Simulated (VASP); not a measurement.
# Os (P6/mmm) in VASP: a series of runs

The runs below take Os through relaxation of shape and atoms at fixed volume, relaxation of cell and atoms, with PBE.

All numbers are computed with VASP 6.6.1; they aren't measurements. Logs are shortened: lines on timing, memory, paths and dates and some standing lists are left out, and cuts for length are marked.

## Step 1: The cell of the first run

It takes space group P6/mmm (No. 191, hexagonal). Conventional cell: a = 2.456 Å, b = 2.456 Å, c = 2.356 Å, α = 90.00°, β = 90.00°, γ = 120.00°. Within 3.1 Å of Os (site symmetry 6/mmm) lie 8 Os at 2.36 to 2.46 Å.

This isn't the form of Os at room conditions, which is hcp.

## Step 2: Relaxation of shape and atoms at fixed volume, PBE

The input, INCAR:

```
SYSTEM = Os
PREC     = Accurate       ! precision mode
ENCUT    = 600            ! plane-wave cutoff, eV
EDIFF    = 1E-6           ! SCF threshold, eV
ISMEAR   = -1             ! smearing method
SIGMA    = 0.05           ! smearing width, eV
LREAL    = .False.        ! projectors in reciprocal space
LASPH    = .True.         ! aspherical terms in the spheres
NELM     = 60             ! most SCF steps
ALGO     = Normal         ! electronic algorithm
ISIF     = 4              ! what is computed and relaxed
LWAVE    = .False.        ! write WAVECAR
LCHARG   = .False.        ! write CHGCAR
GGA      = PE             ! functional
IBRION   = 2              ! ionic algorithm
NSW      = 50             ! ionic steps
EDIFFG   = -0.005         ! ionic threshold
```

The input, KPOINTS:

```
regular mesh
0
Gamma
  16 16 15
  0 0 0
```

The input, POSCAR:

```
Os
1.0
    2.4564969984      0.0000000000      0.0000000000
   -1.2282484992      2.1273888049      0.0000000000
    0.0000000000      0.0000000000      2.3560264696
Os
1
Direct
    0.0000000000      0.0000000000      0.0000000000
```

Potentials or basis: VASP PAW PBE potentials, release 64 (Os).

Command:

```
> cat potpaw_PBE.64/Os/POTCAR > POTCAR
> mpirun -np 1 vasp_std > vasp.out
```

OUTCAR:

```text
SYSTEM = Os
   PREC = Accurate
   ENCUT = 600
   EDIFF = 1E-6
   ISMEAR = -1
   LREAL = .False.
   LASPH = .True.
   NELM = 60
   ISIF = 4
   GGA = PE
   IBRION = 2
   NSW = 50
   EDIFFG = -0.005

 ion  position               nearest neighbor table
   1  0.000  0.000  0.000-

  LATTYP: Found a hexagonal cell.
 ALAT       =     2.4564969984
 C/A-ratio  =     0.9591000808

  Lattice vectors:

 A1 = (   2.4564969984,   0.0000000000,   0.0000000000)
 A2 = (  -1.2282484992,   2.1273888049,   0.0000000000)
 A3 = (   0.0000000000,   0.0000000000,   2.3560264696)

Analysis of symmetry for initial positions (statically):
=====================================================================
 Subroutine PRICEL returns:
 Original cell was already a primitive cell.

 Routine SETGRP: Setting up the symmetry group for a
 hexagonal supercell.

 Subroutine GETGRP returns: Found 24 space group operations
 (whereof 24 operations were pure point group operations)
 out of a pool of 24 trial point group operations.

The static configuration has the point symmetry D_6h.

Analysis of symmetry for dynamics (positions and initial velocities):
=====================================================================
 Subroutine PRICEL returns:
 Original cell was already a primitive cell.

 Routine SETGRP: Setting up the symmetry group for a
 hexagonal supercell.

 Subroutine GETGRP returns: Found 24 space group operations
 (whereof 24 operations were pure point group operations)
 out of a pool of 24 trial point group operations.

The dynamic configuration has the point symmetry D_6h.

 Subroutine INISYM returns: Found 24 space group operations
 (whereof 24 operations are pure point group operations),
 and found     1 'primitive' translations

----------------------------------------------------------------------------------------

                                     Primitive cell

  volume of cell :      12.3124

  direct lattice vectors                    reciprocal lattice vectors
     2.456496998  0.000000000  0.000000000     0.407083746  0.235029910  0.000000000
    -1.228248499  2.127388805  0.000000000     0.000000000  0.470059821  0.000000000
     0.000000000  0.000000000  2.356026470     0.000000000  0.000000000  0.424443449

  length of vectors
     2.456496998  2.456496998  2.356026470     0.470059821  0.470059821  0.424443449

[... 87 lines left out ...]
   TEBEG  =    0.0;   TEEND  =   0.0 temperature during run
   PSTRESS=    0.0 pullay stress
   NELECT =       8.0000    total number of electrons
   NUPDOWN=      -1.0000    fix difference up-down
   EMIN   =  10.00;   EMAX   =-10.00  energy-range for DOS
   EFERMI =   0.00;   METHOD = LEGACY
   ISMEAR =    -1;   SIGMA  =   0.05  broadening in eV -4-tet -1-fermi 0-gaus
   EFERMI_NEDOS =   21; number of points for ismear=-14 and -15
   IALGO  =     38    algorithm
   IMIX   =      4    mixing-type and parameters
     AMIX     =   0.40;   BMIX     =  1.00
     AMIX_MAG =   1.60;   BMIX_MAG =  1.00
  volume/ion in A,a.u.               =      12.31        83.09
  Fermi-wavevector in a.u.,A,eV,Ry     =   1.417937  2.679513 27.355147  2.010547
  Thomas-Fermi vector in A             =   2.539115
   LORBIT       =      0    0 simple, 1 ext, 2 COOP (PROOUT), +10 PAW based schemes
   GGA     = PE    functional components
   LHFCALC =     F    Hartree Fock is set to
   AEXX    =    0.0000 exact exchange contribution
   IVDW    =     0    specifies the selected vdW correction
   LEPSILON=     F    determine dielectric tensor
   LRPA    =     F    only Hartree local field effects (RPA)
 conjugate gradient relaxation of ions
 non-spin polarized calculation
  energy-cutoff  :      600.00
  volume of cell :       12.31
 maximum number of plane-waves:       427
 NGX is ok and might be reduce to    20
   NGX =  9   NGY =  9   NGZ =  9

--------------------------------------- Ionic step        1  -------------------------------------------

 number of electron       8.0000001 magnetization

 Free energy of the ion-electron system (eV)
  ---------------------------------------------------
  ext. energy  EPLUGINS =         0.00000000
  ---------------------------------------------------
  free energy    TOTEN  =        -8.93871705 eV

  energy without entropy =       -8.93182599  energy(sigma->0) =       -8.93527152

------------------------ aborting loop because EDIFF is reached ----------------------------------------

  FORCE on cell =-STRESS in cart. coord.  units (eV):
  Direction    XX          YY          ZZ          XY          YZ          ZX
  --------------------------------------------------------------------------------------
  -------------------------------------------------------------------------------------
  Total       11.2046803     11.2046803      9.7566400     -0.0000000      0.0000000      0.0000000
  in kB     1458.0310776   1458.0310775   1269.6019733     -0.0000000      0.0000000      0.0000000
  external PRESSURE =    1395.2213761 kB  Pullay stress =       0.0000000 kB
[... 127 lines left out ...]
--------------------------------------- Ionic step        5  -------------------------------------------

 number of electron       8.0000001 magnetization

 Free energy of the ion-electron system (eV)
  ---------------------------------------------------
  ext. energy  EPLUGINS =         0.00000000
  ---------------------------------------------------
  free energy    TOTEN  =        -8.94745046 eV

  energy without entropy =       -8.94029758  energy(sigma->0) =       -8.94387402

 E-fermi :  11.4931     XC(G=0): -14.6901

 val. band max:       11.4898138305   @ k =   0.1250   0.1250   0.2667
 cond. band min:      11.4948455276   @ k =   0.1875   0.0625   0.2000
 fundamental gap:      0.0050316971
 Fermi energy:        11.4930886565

 k-point     1 :       0.0000    0.0000    0.0000
  band No.  band energies     occupation
      1      -0.4499      2.00000
      2       3.1747      2.00000
      3       7.9042      2.00000
      4       7.9042      2.00000
      5      15.4029      0.00000
      6      15.4029      0.00000
      7      25.8668      0.00000
      8      29.1662      0.00000
[... 243 lines left out ...]
 k-point    24 :       0.2500    0.1875    0.0000
  band No.  band energies     occupation
      1       3.9238      2.00000
      2       4.9383      2.00000
      3       6.6244      2.00000
      4      11.3654      1.85555
      5      13.6829      0.00000
      6      15.4381      0.00000
      7      23.6912      0.00000
      8      25.9863      0.00000

 [... further k-points ...]
[... 5 lines left out ...]
  --------------------------------------------------------------------------------------
  -------------------------------------------------------------------------------------
  Total       10.6578345     10.6578345     10.6575391     -0.0000000     -0.0000000      0.0000000
  in kB     1386.8716815   1386.8716815   1386.8332517     -0.0000000     -0.0000000      0.0000000
  external PRESSURE =    1386.8588716 kB  Pullay stress =       0.0000000 kB
[... 16 lines left out ...]
  FREE ENERGIE OF THE ION-ELECTRON SYSTEM (eV)
  ---------------------------------------------------
  free  energy   TOTEN  =        -8.9474504592 eV

  energy  without entropy=       -8.9402975836  energy(sigma->0) =       -8.94387402

 reached required accuracy - stopping structural energy minimisation
```

OSZICAR:

```text
N       E                     dE             d eps       ncg     rms          rms(c)
DAV:   1     0.434656577785E+02    0.43466E+02   -0.49012E+03  3880   0.108E+03
DAV:   2    -0.841261260325E+01   -0.51878E+02   -0.50497E+02  3928   0.249E+02
[... 32 lines left out ...]
   4 F= -.89474149E+01 E0= -.89438409E+01  d E =-.869784E-02
       N       E                     dE             d eps       ncg     rms          rms(c)
DAV:   1    -0.894750621924E+01   -0.91417E-04   -0.29767E-03  4016   0.489E-01    0.356E-02
DAV:   2    -0.894746298665E+01    0.43233E-04   -0.48620E-05  4392   0.708E-02    0.188E-02
DAV:   3    -0.894745045224E+01    0.12534E-04   -0.32834E-05  4656   0.465E-02    0.253E-03
DAV:   4    -0.894745045924E+01   -0.70002E-08   -0.56162E-07  2256   0.791E-03
   5 F= -.89474505E+01 E0= -.89438740E+01  d E =-.873341E-02
```

CONTCAR:

```text
Os
   1.00000000000000
     2.4712874973492358    0.0000000000000000    0.0000000000000000
    -1.2356437486746179    2.1401977527148568   -0.0000000000000000
     0.0000000000000000    0.0000000000000000    2.3279095232048448
  Os
     1
Direct
     0.0000000000000000    1.0000000000000000    1.0000000000000000

  0.00000000E+00  0.00000000E+00  0.00000000E+00
```

Wall time 50 s (1 thread of Intel Xeon 8259CL, shared host); peak memory 0.15 GiB.

Results:

```
Free energy               : -8.9475 eV
Energy gained by relaxing : 8.7 meV/atom
Ionic steps               : 5
Pressure after relaxing   : 138.7 GPa
Band gap on the k mesh    : zero (bands 4 and 5 overlap by 6.61 eV)
```

Step by step:
```
step  energy change (eV)  largest force (eV/Å)  pressure (GPa)  volume (Å³)
   1              0.0000                0.0000          139.52        12.31
   2              0.0507                0.0000          140.66        12.31
   3             -0.0086                0.0000          138.76        12.31
   4             -0.0087                0.0000          138.65        12.31
   5             -0.0087                0.0000          138.69        12.31
```

Final structure:
```
Os
1.0
     2.47129    0.00000    0.00000
    -1.23564    2.14020    0.00000
     0.00000    0.00000    2.32791
Os
1
Cartesian
  -1.2356 2.1402 2.3279
```

Levels at points of the mesh, in eV from the Fermi level:
| k point | band 1 | band 2 | band 3 | band 4 | band 5 | band 6 | band 7 | band 8 |
| --- | --- | --- | --- | --- | --- | --- | --- | --- |
| (0.00, 0.00, 0.00) | -11.94 | -8.32 | -3.59 | -3.59 | 3.91 | 3.91 | 14.37 | 17.67 |
| (0.50, 0.00, 0.00) | -9.23 | -6.83 | -1.04 | -0.38 | 2.81 | 4.45 | 11.05 | 15.18 |

Caveat: spin-orbit coupling is left out, which moves the levels of the heavy elements.

## Step 3: Relaxation of shape and atoms at fixed volume, PBE

This run uses another cell than the first one, of 13.89 Å³/atom.

The input, INCAR:

```
PREC     = Accurate       # precision mode
ENCUT    = 600            # plane-wave cutoff, eV
EDIFF    = 1E-7           # SCF threshold, eV
ISMEAR   = -1             # smearing method
SIGMA    = 0.05           # smearing width, eV
LREAL    = F              # projectors in reciprocal space
LASPH    = T              # aspherical terms in the spheres
NELM     = 100            # most SCF steps
ALGO     = Normal         # electronic algorithm
ISIF     = 4              # what is computed and relaxed
LWAVE    = F              # write WAVECAR
LCHARG   = F              # write CHGCAR
GGA      = PE             # functional
IBRION   = 2              # ionic algorithm
NSW      = 50             # ionic steps
EDIFFG   = -0.005         # ionic threshold
```

The input, KPOINTS:

```
Automatic mesh
0
Gamma
  16 16 15
```

The input, POSCAR:

```
Os
1.0
    2.5572838010      0.0000000000      0.0000000000
   -1.2786419005      2.2146727363      0.0000000000
    0.0000000000      0.0000000000      2.4526911002
Os
1
Direct
    0.0000000000      0.0000000000      0.0000000000
```

Potentials or basis: VASP PAW PBE potentials, release 64 (Os).

Command:

```
> cat potpaw_PBE.64/Os/POTCAR > POTCAR
> mpirun -np 1 vasp_std > vasp.out
```

OUTCAR:

```text
PREC = Accurate
   ENCUT = 600
   EDIFF = 1E-7
   ISMEAR = -1
   LREAL = F
   LASPH = T
   NELM = 100
   ISIF = 4
   GGA = PE
   IBRION = 2
   NSW = 50
   EDIFFG = -0.005

 ion  position               nearest neighbor table
   1  0.000  0.000  0.000-

  LATTYP: Found a hexagonal cell.
 ALAT       =     2.5572838010
 C/A-ratio  =     0.9591000808

  Lattice vectors:

 A1 = (   2.5572838010,   0.0000000000,   0.0000000000)
 A2 = (  -1.2786419005,   2.2146727363,   0.0000000000)
 A3 = (   0.0000000000,   0.0000000000,   2.4526911002)

Analysis of symmetry for initial positions (statically):
=====================================================================
 Subroutine PRICEL returns:
 Original cell was already a primitive cell.

 Routine SETGRP: Setting up the symmetry group for a
 hexagonal supercell.

 Subroutine GETGRP returns: Found 24 space group operations
 (whereof 24 operations were pure point group operations)
 out of a pool of 24 trial point group operations.

The static configuration has the point symmetry D_6h.

Analysis of symmetry for dynamics (positions and initial velocities):
[... 164 lines left out ...]
  -------------------------------------------------------------------------------------
  Total        4.9233868      4.9233868      4.2693895      0.0000000      0.0000000      0.0000000
  in kB      567.8625055    567.8625055    492.4305885      0.0000000      0.0000000      0.0000000
  external PRESSURE =     542.7185332 kB  Pullay stress =       0.0000000 kB
[... 92 lines left out ...]
--------------------------------------- Ionic step        4  -------------------------------------------

 number of electron       8.0000000 magnetization

 Free energy of the ion-electron system (eV)
  ---------------------------------------------------
  ext. energy  EPLUGINS =         0.00000000
  ---------------------------------------------------
  free energy    TOTEN  =        -9.85530839 eV

  energy without entropy =       -9.84739688  energy(sigma->0) =       -9.85135263

 E-fermi :   9.5213     XC(G=0): -13.9871

 val. band max:        9.4906433599   @ k =   0.3125  -0.0000   0.2667
 cond. band min:       9.5280874470   @ k =   0.3125  -0.0000   0.0667
 fundamental gap:      0.0374440871
 Fermi energy:         9.5213460501

 k-point     1 :       0.0000    0.0000    0.0000
  band No.  band energies     occupation
      1      -1.3103      2.00000
      2       2.4544      2.00000
      3       6.5679      2.00000
      4       6.5679      2.00000
      5      12.7258      0.00000
      6      12.7258      0.00000
      7      24.1204      0.00000
      8      26.0357      0.00000
[... 243 lines left out ...]
 k-point    24 :       0.2500    0.1875    0.0000
  band No.  band energies     occupation
      1       2.8126      2.00000
      2       3.9710      2.00000
      3       5.2814      2.00000
      4       9.4082      1.81145
      5      11.3296      0.00000
      6      13.0004      0.00000
      7      20.5782      0.00000
      8      23.0765      0.00000

 [... further k-points ...]
[... 5 lines left out ...]
  --------------------------------------------------------------------------------------
  -------------------------------------------------------------------------------------
  Total        4.6668030      4.6668030      4.6709912      0.0000000      0.0000000      0.0000000
  in kB      538.2681765    538.2681765    538.7512458      0.0000000      0.0000000      0.0000000
  external PRESSURE =     538.4291996 kB  Pullay stress =       0.0000000 kB
[... 16 lines left out ...]
  FREE ENERGIE OF THE ION-ELECTRON SYSTEM (eV)
  ---------------------------------------------------
  free  energy   TOTEN  =        -9.8553083860 eV

  energy  without entropy=       -9.8473968779  energy(sigma->0) =       -9.85135263

 reached required accuracy - stopping structural energy minimisation
```

Run time: 45 s. Hardware: 1 thread of Intel Xeon 8259CL, shared host; peak memory 0.16 GiB.

What came out:

| Item | Value |
| --- | --- |
| Free energy | -9.8553 eV |
| Energy gained by relaxing | 2.6 meV/atom |
| Ionic steps | 4 |
| Pressure after relaxing | 53.8 GPa |
| Band gap on the k mesh | zero (bands 4 and 5 overlap by 5.53 eV) |

Step by step:
| step | energy change (eV) | largest force (eV/Å) | pressure (GPa) | volume (Å³) |
| --- | --- | --- | --- | --- |
| 1 | 0.0000 | 0.0000 | 54.27 | 13.89 |
| 2 | 0.0037 | 0.0000 | 53.75 | 13.89 |
| 3 | -0.0026 | 0.0000 | 53.85 | 13.89 |
| 4 | -0.0026 | 0.0000 | 53.84 | 13.89 |

Final structure:
```yaml
crystal:
  lattice:
    - [2.56753, 0.00000, 0.00000]
    - [-1.28376, 2.22354, 0.00000]
    - [0.00000, 0.00000, 2.43316]
  atoms:
    - { symbol: Os, position: [0.00000, 0.00000, 0.00000] }
```

Caveat: spin-orbit coupling is left out, which moves the levels of the heavy elements.

## Step 4: Relaxation of cell and atoms, PBE

This run uses another cell than the first one, of 14.85 Å³/atom.

The input, INCAR:

```
ALGO = Normal
EDIFF = 1E-6
EDIFFG = -0.005
ENCUT = 600
GGA = PE
IBRION = 2
ISIF = 3
ISMEAR = -1
LASPH = True
LCHARG = False
LREAL = False
LWAVE = False
NELM = 80
NSW = 60
PREC = Accurate
SIGMA = 0.05
```

The input, KPOINTS:

```
k-points
0
Gamma
  16 16 15
```

The input, POSCAR:

```
Os
1.0
    2.6326186943      0.0000000000      0.0000000000
   -1.3163093472      2.2799146678      0.0000000000
    0.0000000000      0.0000000000      2.4746615727
Os
1
Direct
    0.0000000000      0.0000000000      0.0000000000
```

Command:

```
> cat potpaw_PBE.64/Os/POTCAR > POTCAR
> mpirun -np 1 vasp_std > vasp.out
```

It took 96 s on 1 thread of Intel Xeon 8259CL, shared host; peak memory 0.17 GiB.

It converged, with:

```
Free energy                           : -10.1359 eV
Relaxed volume                        : 15.78 Å³/atom
Relaxed cell                          : a = 2.669 Å, b = 2.669 Å, c = 2.558 Å, α = 90.00°, β = 90.00°, γ = 120.00°
Space group after relaxing (to 0.1 Å) : P6/mmm (No. 191)
Pressure after relaxing               : 0.0 GPa
Band gap on the k mesh                : zero (bands 4 and 5 overlap by 4.60 eV)
```

Final structure:
```xyz
1
Lattice="2.6686 0.0000 0.0000 -1.3343 2.3110 0.0000 0.0000 0.0000 2.5582" Properties=species:S:1:pos:R:3 pbc="T T T"
Os    0.0000    0.0000    2.5582
```

Levels at points of the mesh, in eV from the Fermi level:
```csv
k point,band 1,band 2,band 3,band 4,band 5,band 6,band 7,band 8
"(0.00, 0.00, 0.00)",-9.72,-5.91,-2.41,-2.41,2.56,2.56,14.75,15.23
"(0.50, 0.00, 0.00)",-6.74,-4.95,-0.81,-0.12,1.83,3.17,8.09,13.63
```

Caveat: spin-orbit coupling is left out, which moves the levels of the heavy elements.

## Step 5: Overview

```tsv
task	cell	gap on the mesh (eV)	pressure (GPa)
relaxation of shape and atoms at fixed volume	relaxed from a = 2.456, b = 2.456, c = 2.356 Å, angles 90.0, 90.0, 120.0°, 1 atom	none	138.7
relaxation of shape and atoms at fixed volume	relaxed from a = 2.557, b = 2.557, c = 2.453 Å, angles 90.0, 90.0, 120.0°, 1 atom	none	53.8
relaxation of cell and atoms	relaxed from a = 2.633, b = 2.633, c = 2.475 Å, angles 90.0, 90.0, 120.0°, 1 atom	none	0.0
```

Alike in all rows: level PBE; potentials or basis VASP PAW PBE potentials, release 64 (Os); no spin polarisation; k mesh 16 × 16 × 15; cutoff (eV) 600; smearing fermi-dirac 0.05 eV.

Caveats: spin-orbit coupling is left out, which moves the levels of the heavy elements.

Absolute energies hang on the potentials; compare differences alone.

The gap in the log of VASP goes by the Fermi energy; the results here count the filled bands.